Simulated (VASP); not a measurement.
# Si (Fd-3m) in VASP: further runs

Runs on Si. Level: LDA. Tasks: elastic constants.

All numbers are computed with VASP 6.6.1; they aren't measurements. Logs are shortened: lines on timing, memory, paths and dates and some standing lists are left out, and cuts for length are marked.

## 1. The cell of the first run

It takes space group Fd-3m (No. 227, cubic). The conventional cell has a = 5.189 Å, b = 5.189 Å, c = 5.189 Å, α = 90.00°, β = 90.00°, γ = 90.00°. Within 3.0 Å of Si (site symmetry -43m) lie 4 Si at 2.25 Å.

## 2. Elastic constants, LDA

File INCAR:

```
PREC = Accurate
ENCUT = 600
EDIFF = 1E-8
ISMEAR = 0
SIGMA = 0.01
LREAL = False
LASPH = True
NELM = 60
ALGO = Normal
ISIF = 3
LWAVE = False
LCHARG = False
IBRION = 6
NFREE = 2
POTIM = 0.015
NSW = 1
```

File KPOINTS:

```
Automatic mesh
0
Gamma
  12 12 12
```

File POSCAR:

```
Si
1.0
    0.0000000000      2.5943464380      2.5943464380
    2.5943464380      0.0000000000      2.5943464380
    2.5943464380      2.5943464380      0.0000000000
Si
2
Direct
    0.5000000000      0.5000000000      0.5000000000
    0.7500000000      0.7500000000      0.7500000000
```

Potentials or basis: VASP PAW LDA potentials, release 64 (Si).

Command:

```bash
> cat potpaw_LDA.64/Si/POTCAR > POTCAR
> mpirun -np 1 vasp_std > vasp.out
```

OUTCAR:

```text
PREC = Accurate
   ENCUT = 600
   EDIFF = 1E-8
   ISMEAR = 0
   LREAL = False
   LASPH = True
   NELM = 60
   ISIF = 3
   IBRION = 6
   NFREE = 2
   POTIM = 0.015
   NSW = 1

 ion  position               nearest neighbor table
   1  0.500  0.500  0.500-   2 2.25   2 2.25   2 2.25   2 2.25
   2  0.750  0.750  0.750-   1 2.25   1 2.25   1 2.25   1 2.25

  LATTYP: Found a face centered cubic cell.
 ALAT       =     5.1886928760

  Lattice vectors:

 A1 = (   0.0000000000,   2.5943464380,   2.5943464380)
 A2 = (   2.5943464380,   0.0000000000,   2.5943464380)
 A3 = (   2.5943464380,   2.5943464380,   0.0000000000)

Analysis of symmetry for initial positions (statically):
=====================================================================
 Subroutine PRICEL returns:
 Original cell was already a primitive cell.

 Routine SETGRP: Setting up the symmetry group for a
 face centered cubic supercell.

 Subroutine GETGRP returns: Found 48 space group operations
 (whereof 24 operations were pure point group operations)
 out of a pool of 48 trial point group operations.

The static configuration has the point symmetry T_d .
 The point group associated with its full space group is O_h .

Analysis of symmetry for dynamics (positions and initial velocities):
=====================================================================
 Subroutine PRICEL returns:
 Original cell was already a primitive cell.

 Routine SETGRP: Setting up the symmetry group for a
 face centered cubic supercell.

 Subroutine GETGRP returns: Found 48 space group operations
 (whereof 24 operations were pure point group operations)
 out of a pool of 48 trial point group operations.

The dynamic configuration has the point symmetry T_d .
 The point group associated with its full space group is O_h .

 Subroutine INISYM returns: Found 48 space group operations
 (whereof 24 operations are pure point group operations),
 and found     1 'primitive' translations

----------------------------------------------------------------------------------------

                                     Primitive cell

  volume of cell :      34.9232

  direct lattice vectors                    reciprocal lattice vectors
     0.000000000  2.594346438  2.594346438    -0.192726766  0.192726766  0.192726766
     2.594346438  0.000000000  2.594346438     0.192726766 -0.192726766  0.192726766
     2.594346438  2.594346438  0.000000000     0.192726766  0.192726766 -0.192726766

  length of vectors
     3.668959918  3.668959918  3.668959918     0.333812551  0.333812551  0.333812551

  position of ions in fractional coordinates (direct lattice)
     0.500000000  0.500000000  0.500000000
     0.750000000  0.750000000  0.750000000

  ion indices of the primitive-cell ions
   primitive index   ion index
                 1           1
                 2           2

----------------------------------------------------------------------------------------

 KPOINTS: Automatic mesh

Automatic generation of k-mesh.
 Grid dimensions read from file:
 generate k-points for:   12   12   12

 Generating k-lattice:

  Cartesian coordinates                     Fractional coordinates (reciprocal lattice)
    -0.016060564  0.016060564  0.016060564     0.083333333  0.000000000  0.000000000
     0.016060564 -0.016060564  0.016060564     0.000000000  0.083333333  0.000000000
     0.016060564  0.016060564 -0.016060564     0.000000000  0.000000000  0.083333333

  Length of vectors
     0.027817713  0.027817713  0.027817713

  Shift w.r.t. Gamma in fractional coordinates (k-lattice)
     0.000000000  0.000000000  0.000000000

 Subroutine IBZKPT returns following result:
 ===========================================

 Found     72 irreducible k-points:

 Following reciprocal coordinates:
            Coordinates               Weight
  0.000000  0.000000  0.000000      1.000000
  0.083333  0.000000  0.000000      8.000000
  0.166667  0.000000  0.000000      8.000000
  0.250000  0.000000  0.000000      8.000000
  0.333333  0.000000  0.000000      8.000000
  0.416667  0.000000  0.000000      8.000000
[... 16 lines left out ...]
  0.500000  0.166667  0.000000     24.000000
 -0.416667  0.166667  0.000000     24.000000
 [... further k-points ...]
   k-points           NKPTS =     72   k-points in BZ     NKDIM =     72   number of bands    NBANDS=      8
[... 32 lines left out ...]
   ISMEAR =     0;   SIGMA  =   0.01  broadening in eV -4-tet -1-fermi 0-gaus
   EFERMI_NEDOS =   21; number of points for ismear=-14 and -15
   IALGO  =     38    algorithm
   IMIX   =      4    mixing-type and parameters
     AMIX     =   0.40;   BMIX     =  1.00
     AMIX_MAG =   1.60;   BMIX_MAG =  1.00
  volume/ion in A,a.u.               =      17.46       117.84
  Fermi-wavevector in a.u.,A,eV,Ry     =   1.001690  1.892920 13.651864  1.003384
  Thomas-Fermi vector in A             =   2.134129
   LORBIT       =      0    0 simple, 1 ext, 2 COOP (PROOUT), +10 PAW based schemes
   GGA     = CA    functional components
   LHFCALC =     F    Hartree Fock is set to
   AEXX    =    0.0000 exact exchange contribution
   IVDW    =     0    specifies the selected vdW correction
   LEPSILON=     F    determine dielectric tensor
   LRPA    =     F    only Hartree local field effects (RPA)
 finite differences with symmetry
 non-spin polarized calculation
 Gauss-broadening in eV      SIGMA  =   0.01
  energy-cutoff  :      600.00
  volume of cell :       34.92
 maximum number of plane-waves:      1211
 NGX is ok and might be reduce to    30
   NGX = 15   NGY = 15   NGZ = 15

--------------------------------------- Ionic step        1  -------------------------------------------

 number of electron       8.0000001 magnetization

 Free energy of the ion-electron system (eV)
  ---------------------------------------------------
  ext. energy  EPLUGINS =         0.00000000
  ---------------------------------------------------
  free energy    TOTEN  =       -11.72811844 eV

  energy without entropy =      -11.72811844  energy(sigma->0) =      -11.72811844

------------------------ aborting loop because EDIFF is reached ----------------------------------------

  FORCE on cell =-STRESS in cart. coord.  units (eV):
  Direction    XX          YY          ZZ          XY          YZ          ZX
  --------------------------------------------------------------------------------------
  -------------------------------------------------------------------------------------
  Total        3.2949163      3.2949163      3.2949163      0.0000000     -0.0000000      0.0000000
  in kB      151.1614534    151.1614534    151.1614534      0.0000000     -0.0000000      0.0000000
  external PRESSURE =     151.1614534 kB  Pullay stress =       0.0000000 kB
[... 89 lines left out ...]
  FREE ENERGIE OF THE ION-ELECTRON SYSTEM (eV)
  ---------------------------------------------------
  free  energy   TOTEN  =       -11.6733473941 eV

  energy  without entropy=      -11.6733391284  energy(sigma->0) =      -11.67334326

[... ionic steps 4 to 12 ...]

--------------------------------------- Ionic step       13  -------------------------------------------

 number of electron       8.0000000 magnetization

------------------------ aborting loop because EDIFF is reached ----------------------------------------
[... 67 lines left out ...]
--------------------------------------- Ionic step       15  -------------------------------------------

 number of electron       8.0000000 magnetization

 Free energy of the ion-electron system (eV)
  ---------------------------------------------------
  ext. energy  EPLUGINS =         0.00000000
  ---------------------------------------------------
  free energy    TOTEN  =       -11.72617325 eV

  energy without entropy =      -11.72617325  energy(sigma->0) =      -11.72617325

 E-fermi :   7.3971     XC(G=0): -10.1293

 val. band max:        7.3304899774   @ k =   0.0000   0.0000   0.0000
 cond. band min:       7.4614808307   @ k =   0.0000   0.4167   0.4167
 fundamental gap:      0.1309908532
 Fermi energy:         7.3971079760

 k-point     1 :       0.0000    0.0000    0.0000
  band No.  band energies     occupation
      1      -5.6926      2.00000
      2       7.1785      2.00000
      3       7.2551      2.00000
      4       7.3305      2.00000
      5       9.7836      0.00000
      6       9.8250      0.00000
      7       9.8679      0.00000
      8      12.0990      0.00000
[... 243 lines left out ...]
 k-point    24 :      -0.4167    0.1667    0.0000
  band No.  band energies     occupation
      1      -2.7034      2.00000
      2      -0.0983      2.00000
      3       3.9059      2.00000
      4       5.4757      2.00000
      5       9.3746      0.00000
      6      11.5680      0.00000
      7      11.6412      0.00000
      8      15.6947      0.00000

 [... further k-points ...]
[... 5 lines left out ...]
  --------------------------------------------------------------------------------------
  -------------------------------------------------------------------------------------
  Total        3.2933024      3.2991583      3.2991583      0.0000000     -0.2418867      0.0000000
  in kB      151.0874136    151.3560678    151.3560678      0.0000000    -11.0970785      0.0000000
  external PRESSURE =     151.2665164 kB  Pullay stress =       0.0000000 kB
[... 17 lines left out ...]
  FREE ENERGIE OF THE ION-ELECTRON SYSTEM (eV)
  ---------------------------------------------------
  free  energy   TOTEN  =       -11.7261732460 eV

  energy  without entropy=      -11.7261732460  energy(sigma->0) =      -11.72617325

 INTERNAL STRAIN TENSORS FROM STRAINED CELLS
 ============================================

 INTERNAL STRAIN TENSOR FOR ION    1 for displacements in x,y,z  (eV/Angst):
          X           Y           Z          XY          YZ          ZX
  --------------------------------------------------------------------------------
  x    -0.00000    -0.00000     0.00000     0.00000    16.12881     0.00000
  y    -0.00000    -0.00000     0.00000     0.00000    -0.00000    16.12884
  z    -0.00000    -0.00000     0.00000    16.12868    -0.00000     0.00000

 INTERNAL STRAIN TENSORS FROM DISPLACED ATOMS
 ============================================

 INTERNAL STRAIN TENSOR FOR ION    1 for displacements in x,y,z  (eV/Angst):
          X           Y           Z          XY          YZ          ZX
  --------------------------------------------------------------------------------
  x     0.00000     0.00000     0.00000     0.00000    16.12632     0.00000
  y     0.00000     0.00000     0.00000     0.00000     0.00000    16.12632
  z     0.00000     0.00000     0.00000    16.12632     0.00000     0.00000

 INTERNAL STRAIN TENSOR FOR ION    2 for displacements in x,y,z  (eV/Angst):
          X           Y           Z          XY          YZ          ZX
  --------------------------------------------------------------------------------
  x     0.00000     0.00000     0.00000     0.00000   -16.12632     0.00000
  y     0.00000     0.00000     0.00000     0.00000     0.00000   -16.12632
  z     0.00000     0.00000     0.00000   -16.12632     0.00000     0.00000

 Eigenvectors and eigenvalues of the dynamical matrix
 ----------------------------------------------------

   1 f  =   17.345941 THz   108.987763 2PiTHz  578.598319 cm-1    71.737016 meV
             X         Y         Z           dx          dy          dz
      2.594346  2.594346  2.594346     0.000000   -0.707107    0.000000
      3.891520  3.891520  3.891520     0.000000    0.707107    0.000000
[... 21 lines left out ...]
   6 f  =    0.000000 THz     0.000000 2PiTHz    0.000000 cm-1     0.000000 meV
             X         Y         Z           dx          dy          dz
      2.594346  2.594346  2.594346     0.000000    0.000000    0.707107
      3.891520  3.891520  3.891520     0.000000    0.000000    0.707107

--------------------------------------------------------------------------------------------------------

 ELASTIC MODULI CONTR FROM IONIC RELAXATION (kBar)
 Direction    XX          YY          ZZ          XY          YZ          ZX
 --------------------------------------------------------------------------------
 XX           0.0000      0.0000      0.0000      0.0000      0.0000      0.0000
 YY           0.0000      0.0000      0.0000      0.0000      0.0000      0.0000
 ZZ           0.0000      0.0000      0.0000      0.0000      0.0000      0.0000
 XY           0.0000      0.0000      0.0000   -690.1259      0.0000      0.0000
 YZ           0.0000      0.0000      0.0000      0.0000   -690.1259      0.0000
 ZX           0.0000      0.0000      0.0000      0.0000      0.0000   -690.1259
 --------------------------------------------------------------------------------

 TOTAL ELASTIC MODULI (kBar)
 Direction    XX          YY          ZZ          XY          YZ          ZX
 --------------------------------------------------------------------------------
 XX        2006.7678   1099.2565   1099.2565      0.0000      0.0000     -0.0000
 YY        1099.2565   2006.7678   1099.2565      0.0000      0.0000     -0.0000
 ZZ        1099.2565   1099.2565   2006.7678     -0.0000      0.0000     -0.0000
 XY           0.0000      0.0000     -0.0000    782.9727      0.0000      0.0000
 YZ           0.0000      0.0000      0.0000      0.0000    782.9727      0.0000
 ZX          -0.0000     -0.0000     -0.0000      0.0000      0.0000    782.9727
 --------------------------------------------------------------------------------
```

Run time: 32 min. Hardware: 1 thread of Intel Xeon 8259CL, shared host; peak memory 0.35 GiB.

Results:

* Elastic constants C11, C12, C44: 201, 110, 78 GPa
* Voigt bulk modulus: 140 GPa
* Highest phonon frequency at Γ: 579 cm⁻¹

Phonon frequencies in cm⁻¹ (negative: imaginary):
```
              q point        frequencies
(0.000, 0.000, 0.000)  0 0 0 579 579 579
```

Elastic tensor in Voigt notation (GPa, in the Cartesian axes of the cell as first typed):
```
201 110 110   0   0   0
110 201 110   0   0   0
110 110 201   0   0   0
  0   0   0  78   0   0
  0   0   0   0  78   0
  0   0   0   0   0  78
```

Clamped-ion elastic tensor (GPa):
```
201 110 110   0   0   0
110 201 110   0   0   0
110 110 201   0   0   0
  0   0   0 147   0   0
  0   0   0   0 147   0
  0   0   0   0   0 147
```

Caveat: the cell is under stress, which shifts elastic constants.

## 3. Elastic constants, LDA

This run uses another cell than the first one, of 18.35 Å³/atom.

File INCAR:

```
  PREC = Accurate
  ENCUT = 600
  EDIFF = 1E-8
  ISMEAR = 0
  SIGMA = 0.01
  LREAL = F
  LASPH = T
  NELM = 80
  ALGO = Normal
  ISIF = 3
  LWAVE = F
  LCHARG = F
  GGA = CA
  NBANDS = 11
  IBRION = 6
  NFREE = 2
  POTIM = 0.015
  NSW = 1
```

File KPOINTS:

```
regular mesh
0
Gamma
  12 12 12
```

File POSCAR:

```
Si
1.0
    0.0000000000      2.6376288514      2.6376288514
    2.6376288514      0.0000000000      2.6376288514
    2.6376288514      2.6376288514      0.0000000000
Si
2
Direct
    0.5000000000      0.5000000000      0.5000000000
    0.7500000000      0.7500000000      0.7500000000
```

Potentials or basis: VASP PAW LDA potentials, release 64 (Si).

Command:

```bash
> cat potpaw_LDA.64/Si/POTCAR > POTCAR
> mpirun -np 1 vasp_std > vasp.out
```

Wall time 35 min (1 thread of Intel Xeon 8259CL, shared host); peak memory 0.43 GiB.

Results (log left out):

```
Elastic constants C11, C12, C44 : 185, 89, 79 GPa
Voigt bulk modulus              : 121 GPa
Highest phonon frequency at Γ   : 551 cm⁻¹
```

Phonon frequencies in cm⁻¹ (negative: imaginary):
```tsv
q point	frequencies
(0.000, 0.000, 0.000)	0 0 0 551 551 551
```

Elastic tensor in Voigt notation (GPa, in the Cartesian axes of the cell as first typed):
```
185  89  89   0   0   0
 89 185  89   0   0   0
 89  89 185   0   0   0
  0   0   0  79   0   0
  0   0   0   0  79   0
  0   0   0   0   0  79
```

Clamped-ion elastic tensor (GPa):
```
185  89  89   0   0   0
 89 185  89   0   0   0
 89  89 185   0   0   0
  0   0   0 129   0   0
  0   0   0   0 129   0
  0   0   0   0   0 129
```

Caveat: the cell is under stress, which shifts elastic constants.

## 4. Elastic constants, LDA

This run uses another cell than the first one, of 19.14 Å³/atom.

File INCAR:

```
ALGO = Normal ; EDIFF = 1E-8
ENCUT = 600 ; GGA = CA
IBRION = 6 ; ISIF = 3
ISMEAR = 0 ; LASPH = True
LCHARG = False ; LREAL = False
LWAVE = False ; NBANDS = 11
NELM = 100 ; NFREE = 2
NSW = 1 ; POTIM = 0.015
PREC = Accurate ; SIGMA = 0.01
```

File KPOINTS:

```
k-points
0
Gamma
  12 12 12
```

File POSCAR:

```
Si
1.0
    0.0000000000      2.6749058446      2.6749058446
    2.6749058446      0.0000000000      2.6749058446
    2.6749058446      2.6749058446      0.0000000000
Si
2
Direct
    0.5000000000      0.5000000000      0.5000000000
    0.7500000000      0.7500000000      0.7500000000
```

Command:

```bash
> cat potpaw_LDA.64/Si/POTCAR > POTCAR
> mpirun -np 1 vasp_std > vasp.out
```

Run time: 32 min. Hardware: 1 thread of Intel Xeon 8259CL, shared host; peak memory 0.44 GiB.

It converged, with:

```yaml
Elastic_constants_C11_C12_C44: 171, 74, 78 GPa
Voigt_bulk_modulus: 106 GPa
Highest_phonon_frequency_at_Γ: 528 cm⁻¹
```

Phonon frequencies in cm⁻¹ (negative: imaginary):
| q point | frequencies |
| --- | --- |
| (0.000, 0.000, 0.000) | 0 0 0 528 528 528 |

Elastic tensor in Voigt notation (GPa, in the Cartesian axes of the cell as first typed):
```
171  74  74   0   0   0
 74 171  74   0   0   0
 74  74 171   0   0   0
  0   0   0  78   0   0
  0   0   0   0  78   0
  0   0   0   0   0  78
```

Clamped-ion elastic tensor (GPa):
```
171  74  74   0   0   0
 74 171  74   0   0   0
 74  74 171   0   0   0
  0   0   0 115   0   0
  0   0   0   0 115   0
  0   0   0   0   0 115
```

Caveat: the cell is under stress, which shifts elastic constants.
